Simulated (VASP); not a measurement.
# Al2O3 (R-3c) in VASP: notebook

The runs below take Al2O3 through single point, with PBE.

All numbers are computed with VASP 6.6.1; they aren't measurements. Logs are shortened: lines on timing, memory, paths and dates and some standing lists are left out, and cuts for length are marked.

## Step 1: The cell of the first run

The structure is trigonal, space group R-3c (No. 167). The conventional cell has a = 5.043 Å, b = 5.043 Å, c = 11.927 Å, α = 90.00°, β = 90.00°, γ = 120.00°. Al (site symmetry 3) has 6 O at 1.89 to 1.97 Å and 1 Al at 2.16 Å within 2.5 Å. O (site symmetry 2) has 4 Al at 1.89 to 1.97 Å and 8 O at 2.53 to 2.67 Å within 2.7 Å.

## Step 2: Single point, PBE

Input file INCAR:

```
ALGO = Normal ; EDIFF = 1E-6
ENCUT = 520 ; GGA = PE
ISIF = 2 ; ISMEAR = 0
LASPH = True ; LCHARG = False
LREAL = False ; LWAVE = False
NBANDS = 35 ; NELM = 60
PREC = Accurate ; SIGMA = 0.05
```

Input file KPOINTS:

```
k-points
0
Gamma
  6 6 6
```

Input file POSCAR:

```
Al2O3
1.0
    2.5215409537      1.4558123484      3.9757976730
   -2.5215409537      1.4558123484      3.9757976730
    0.0000000000     -2.9116246967      3.9757976730
Al O
4 6
Direct
    0.8406975503      0.8406975503      0.8406975503
    0.6593024497      0.6593024497      0.6593024497
    0.1593024497      0.1593024497      0.1593024497
    0.3406975503      0.3406975503      0.3406975503
    0.0561574040      0.4438425960      0.7500000000
    0.7500000000      0.0561574040      0.4438425960
    0.4438425960      0.7500000000      0.0561574040
    0.9438425960      0.5561574040      0.2500000000
    0.2500000000      0.9438425960      0.5561574040
    0.5561574040      0.2500000000      0.9438425960
```

Potentials or basis: VASP PAW PBE potentials, release 64 (Al, O).

Started as:

```
> cat potpaw_PBE.64/Al/POTCAR potpaw_PBE.64/O/POTCAR > POTCAR
> mpirun -np 1 vasp_std > vasp.out
```

OUTCAR:

```text
EDIFF = 1E-6
   ENCUT = 520
   GGA = PE
   ISIF = 2
   ISMEAR = 0
   LASPH = True
   LREAL = False
   NELM = 60
   PREC = Accurate

 ion  position               nearest neighbor table
   1  0.841  0.841  0.841-   6 1.89   7 1.89   5 1.89   8 1.97   9 1.97  10 1.97   2 2.16   3 2.92
                             3 2.92   3 2.92
   2  0.659  0.659  0.659-   7 1.89   6 1.89   5 1.89   8 1.97  10 1.97   9 1.97   1 2.16   4 2.92
                             4 2.92   4 2.92
   3  0.159  0.159  0.159-   9 1.89  10 1.89   8 1.89   5 1.97   6 1.97   7 1.97   4 2.16   1 2.92
                             1 2.92   1 2.92
   4  0.341  0.341  0.341-  10 1.89   9 1.89   8 1.89   5 1.97   7 1.97   6 1.97   3 2.16   2 2.92
                             2 2.92   2 2.92
   5  0.056  0.444  0.750-   1 1.89   2 1.89   3 1.97   4 1.97
   6  0.750  0.056  0.444-   1 1.89   2 1.89   3 1.97   4 1.97
   7  0.444  0.750  0.056-   2 1.89   1 1.89   4 1.97   3 1.97
   8  0.944  0.556  0.250-   3 1.89   4 1.89   1 1.97   2 1.97
   9  0.250  0.944  0.556-   3 1.89   4 1.89   1 1.97   2 1.97
  10  0.556  0.250  0.944-   4 1.89   3 1.89   2 1.97   1 1.97

  LATTYP: Found a trigonal (rhomboedric) cell.
 ALAT       =     4.9279331886
 COS(alpha) =     0.4763604685

  Lattice vectors:

 A1 = (   2.5215409537,   1.4558123484,   3.9757976730)
 A2 = (  -2.5215409537,   1.4558123484,   3.9757976730)
 A3 = (   0.0000000000,  -2.9116246967,   3.9757976730)

Analysis of symmetry for initial positions (statically):
=====================================================================
 Subroutine PRICEL returns:
 Original cell was already a primitive cell.

 Routine SETGRP: Setting up the symmetry group for a
 trigonal (rhombohedral) supercell.

 Subroutine GETGRP returns: Found 12 space group operations
 (whereof  6 operations were pure point group operations)
 out of a pool of 12 trial point group operations.

The static configuration has the point symmetry S_6 .
 The point group associated with its full space group is D_3d.

Analysis of symmetry for dynamics (positions and initial velocities):
=====================================================================
 Subroutine PRICEL returns:
 Original cell was already a primitive cell.

 Routine SETGRP: Setting up the symmetry group for a
 trigonal (rhombohedral) supercell.

 Subroutine GETGRP returns: Found 12 space group operations
 (whereof  6 operations were pure point group operations)
 out of a pool of 12 trial point group operations.
[... 127 lines left out ...]
   TEBEG  =    0.0;   TEEND  =   0.0 temperature during run
   PSTRESS=    0.0 pullay stress
   NELECT =      48.0000    total number of electrons
   NUPDOWN=      -1.0000    fix difference up-down
   EMIN   =  10.00;   EMAX   =-10.00  energy-range for DOS
   EFERMI =   0.00;   METHOD = LEGACY
   ISMEAR =     0;   SIGMA  =   0.05  broadening in eV -4-tet -1-fermi 0-gaus
   EFERMI_NEDOS =   21; number of points for ismear=-14 and -15
   IALGO  =     38    algorithm
   IMIX   =      4    mixing-type and parameters
     AMIX     =   0.40;   BMIX     =  1.00
     AMIX_MAG =   1.60;   BMIX_MAG =  1.00
  volume/ion in A,a.u.               =       8.76        59.09
  Fermi-wavevector in a.u.,A,eV,Ry     =   1.339799  2.531853 24.423286  1.795061
  Thomas-Fermi vector in A             =   2.468162
   LORBIT       =      0    0 simple, 1 ext, 2 COOP (PROOUT), +10 PAW based schemes
   GGA     = PE    functional components
   LHFCALC =     F    Hartree Fock is set to
   AEXX    =    0.0000 exact exchange contribution
   IVDW    =     0    specifies the selected vdW correction
   LEPSILON=     F    determine dielectric tensor
   LRPA    =     F    only Hartree local field effects (RPA)
 non-spin polarized calculation
 Gauss-broadening in eV      SIGMA  =   0.05
  energy-cutoff  :      520.00
  volume of cell :       87.57
 maximum number of plane-waves:      2396
 NGX is ok and might be reduce to    40

 number of electron      47.9999995 magnetization

 Free energy of the ion-electron system (eV)
  ---------------------------------------------------
  ext. energy  EPLUGINS =         0.00000000
  ---------------------------------------------------
  free energy    TOTEN  =       -71.59802638 eV

  energy without entropy =      -71.59802638  energy(sigma->0) =      -71.59802638

 E-fermi :   6.6554     XC(G=0): -11.5114

 val. band max:        6.4307410809   @ k =   0.0000   0.0000   0.0000
 cond. band min:      11.1966471773   @ k =   0.0000   0.0000   0.0000
 fundamental gap:      4.7659060964
 Fermi energy:         6.6553899782

 k-point     1 :       0.0000    0.0000    0.0000
  band No.  band energies     occupation
      1     -13.3570      2.00000
      2     -10.9916      2.00000
      3     -10.9916      2.00000
      4     -10.6045      2.00000
      5     -10.5256      2.00000
      6     -10.5256      2.00000
[... 901 lines left out ...]
     34      18.8808      0.00000
     35      19.1382      0.00000

 [... further k-points ...]

------------------------ aborting loop because EDIFF is reached ----------------------------------------

  FORCE on cell =-STRESS in cart. coord.  units (eV):
  Direction    XX          YY          ZZ          XY          YZ          ZX
  --------------------------------------------------------------------------------------
  -------------------------------------------------------------------------------------
  Total       -9.9785736     -9.9785736     31.1484910      0.0000000      0.0000000      0.0000000
  in kB     -182.5711280   -182.5711280    569.9026077      0.0000000      0.0000000      0.0000000
  external PRESSURE =      68.2534506 kB  Pullay stress =       0.0000000 kB

 VOLUME and BASIS-vectors are now :
 -----------------------------------------------------------------------------
  energy-cutoff  :      520.00
  volume of cell :       87.57
      direct lattice vectors                 reciprocal lattice vectors
     2.521540954  1.455812348  3.975797673     0.198291445  0.114483619  0.083840618
    -2.521540954  1.455812348  3.975797673    -0.198291445  0.114483619  0.083840618
     0.000000000 -2.911624697  3.975797673     0.000000000 -0.228967239  0.083840618

 POSITION                                       TOTAL-FORCE (eV/Angst)
 -----------------------------------------------------------------------------------
      0.00000      0.00000     10.02733        -0.000000      0.000000      5.682840
      0.00000      0.00000      7.86376        -0.000000     -0.000000     -5.682840
      0.00000      0.00000      1.90006        -0.000000     -0.000000     -5.682840
      0.00000      0.00000      4.06363        -0.000000      0.000000      5.682840
     -0.97756     -1.45581      4.96975        -0.099829      0.000000     -0.000000
      1.74955     -0.11869      4.96975         0.049914     -0.086454     -0.000000
     -0.77199      1.57450      4.96975         0.049914      0.086454     -0.000000
      0.97756      1.45581      6.95765         0.099829      0.000000     -0.000000
     -1.74955      0.11869      6.95765        -0.049914      0.086454     -0.000000
      0.77199     -1.57450      6.95765        -0.049914     -0.086454     -0.000000
 -----------------------------------------------------------------------------------
    total drift:                               -0.000000     -0.000000     -0.000000

  FREE ENERGIE OF THE ION-ELECTRON SYSTEM (eV)
  ---------------------------------------------------
  free  energy   TOTEN  =       -71.5980263765 eV

  energy  without entropy=      -71.5980263765  energy(sigma->0) =      -71.59802638
```

OSZICAR:

```text
N       E                     dE             d eps       ncg     rms          rms(c)
DAV:   1     0.229199473988E+03    0.22920E+03   -0.25202E+04  2240   0.130E+03
DAV:   2    -0.661164277661E+02   -0.29532E+03   -0.28345E+03  2868   0.283E+02
DAV:   3    -0.794737730997E+02   -0.13357E+02   -0.13300E+02  2920   0.613E+01
DAV:   4    -0.795814101766E+02   -0.10764E+00   -0.10757E+00  2744   0.635E+00
DAV:   5    -0.795827673683E+02   -0.13572E-02   -0.13569E-02  2877   0.708E-01    0.173E+01
DAV:   6    -0.716220315954E+02    0.79607E+01   -0.26907E+01  2685   0.279E+01    0.596E+00
DAV:   7    -0.715984813405E+02    0.23550E-01   -0.75701E-01  2768   0.455E+00    0.328E+00
DAV:   8    -0.715929953979E+02    0.54859E-02   -0.11704E-01  2802   0.252E+00    0.597E-01
DAV:   9    -0.715972025999E+02   -0.42072E-02   -0.19880E-02  2840   0.788E-01    0.329E-01
DAV:  10    -0.715979358648E+02   -0.73326E-03   -0.12016E-03  2749   0.214E-01    0.142E-01
DAV:  11    -0.715980102638E+02   -0.74399E-04   -0.42900E-04  2632   0.124E-01    0.520E-02
DAV:  12    -0.715980273182E+02   -0.17054E-04   -0.38642E-05  2696   0.367E-02    0.875E-03
DAV:  13    -0.715980263765E+02    0.94163E-06   -0.62493E-06  2824   0.138E-02
   1 F= -.71598026E+02 E0= -.71598026E+02  d E =-.223308E-12
```

Wall time 3.1 min (1 thread of Intel Xeon 8259CL, shared host); peak memory 0.26 GiB.

What came out:

```
Free energy            : -71.5980 eV
Pressure               : 6.8 GPa
Largest force          : 5.683 eV/Å
Band gap on the k mesh : 4.77 eV
```

Forces on the atoms (eV/Å):
```
Al   0.000  0.000  5.683
Al   0.000  0.000 -5.683
Al   0.000  0.000 -5.683
Al   0.000  0.000  5.683
O   -0.100  0.000  0.000
O    0.050 -0.086  0.000
O    0.050  0.086  0.000
O    0.100  0.000  0.000
O   -0.050  0.086  0.000
O   -0.050 -0.086  0.000
```

Stress tensor (GPa, compression positive):
```
-18.26   0.00   0.00
  0.00 -18.26   0.00
  0.00   0.00  56.99
```

Caveat: the stress differs along the axes, from -18 to 57 GPa; forces of over 1 eV/Å act on the atoms, so gaps and moduli don't describe the material at rest.

## Step 3: Single point, PBE

This run uses another cell than the first one, of the same volume but with other edges.

Input file INCAR:

```
SYSTEM = Al2O3
  ALGO = Normal
  EDIFF = 1E-6
  ENCUT = 520
  GGA = PE
  ISIF = 2
  ISMEAR = 0
  LASPH = .True.
  LCHARG = .True.
  LELF = .True.
  LREAL = .False.
  LVHAR = .True.
  LWAVE = .False.
  NBANDS = 35
  NELM = 100
  PREC = Accurate
  SIGMA = 0.05
```

Input file KPOINTS:

```
k-points
0
Gamma
  6 6 6
  0 0 0
```

Edit POSCAR of step 2 so:

```diff
@@ -2,5 +2,5 @@
 1.0
-    2.5215409537      1.4558123484      3.9757976730
-   -2.5215409537      1.4558123484      3.9757976730
-    0.0000000000     -2.9116246967      3.9757976730
+    2.3058545897      1.3312857681      4.7543647167
+   -2.3058545897      1.3312857681      4.7543647167
+    0.0000000000     -2.6625715361      4.7543647167
 Al O
```

Potentials or basis: VASP PAW PBE potentials, release 64 (Al, O).

Started as:

```
> cat potpaw_PBE.64/Al/POTCAR potpaw_PBE.64/O/POTCAR > POTCAR
> mpirun -np 1 vasp_std > vasp.out
```

Wall time 4.3 min (1 thread of Intel Xeon 8259CL, shared host); peak memory 0.28 GiB.

It converged, with:

```yaml
Free_energy: -73.2635 eV
Pressure: 2.7 GPa
Largest_force: 1.790 eV/Å
Band_gap_on_the_k_mesh: 5.13 eV
```

Forces on the atoms (eV/Å):
```
Al   0.000  0.000  1.790
Al   0.000  0.000 -1.790
Al   0.000  0.000 -1.790
Al   0.000  0.000  1.790
O    0.863  0.000  0.000
O   -0.431  0.747  0.000
O   -0.431 -0.747  0.000
O   -0.863  0.000  0.000
O    0.431 -0.747  0.000
O    0.431  0.747  0.000
```

Stress tensor (GPa, compression positive):
```
 17.99   0.00   0.00
  0.00  17.99   0.00
  0.00   0.00 -27.95
```

Levels at points of the mesh, in eV from the valence-band top:
| k point | band 22 | band 23 | band 24 | band 25 | band 26 | band 27 |
| --- | --- | --- | --- | --- | --- | --- |
| (0.00, 0.00, 0.00) | -0.44 | 0.00 | 0.00 | 5.13 | 9.16 | 9.16 |
| (0.50, 0.00, 0.00) | -0.97 | -0.67 | -0.67 | 7.73 | 7.73 | 8.87 |
| (0.50, 0.50, 0.00) | -0.93 | -0.89 | -0.50 | 7.80 | 8.93 | 9.69 |
| (0.50, 0.50, 0.50) | -0.23 | -0.23 | -0.23 | 8.16 | 8.16 | 10.68 |

Caveat: the stress differs along the axes, from -28 to 18 GPa; forces of over 1 eV/Å act on the atoms, so gaps and moduli don't describe the material at rest.
